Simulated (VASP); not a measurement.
Runs of VASP 6.6.1 on TiN (dq13). The structure is that of space group Fm-3m (No. 225), or close to it. The cells are those of the table. 

| task | cell | k mesh | smearing | gap on the mesh (eV) | pressure (GPa) | relaxed volume (Å³/atom) |
| --- | --- | --- | --- | --- | --- | --- |
| single point | a = 2.950 Å, angles 60.0°, 2 atoms | 14 × 14 × 14 | gaussian 0.1 eV | none | 1.0 | - |
| single point | a = 2.951 Å, angles 60.0°, 2 atoms | 16 × 16 × 16 | fermi-dirac 0.15 eV | none | 1.0 | - |
| relaxation of cell and atoms | relaxed from a = 2.950 Å, angles 60.0°, 2 atoms | 14 × 14 × 14 | gaussian 0.1 eV | none | 0.0 | (a) |
| single point | a = 2.950 Å, angles 60.0°, 2 atoms | 8 × 8 × 8 | gaussian 0.1 eV | none | 1.0 | - |
| relaxation of cell and atoms | relaxed from a = 2.950 Å, angles 60.0°, 2 atoms | 16 × 16 × 16 | fermi-dirac 0.15 eV | none | 0.0 | 9.11 |

Alike in all rows: level LDA; potentials or basis VASP PAW LDA potentials, release 64 (Ti_sv, N); no spin polarisation; cutoff (eV) 600.

**Question.** Estimate the missing entries.

**Answer.** (a) 9.10.

A gap of «none» marks levels without a gap at the run's occupations.
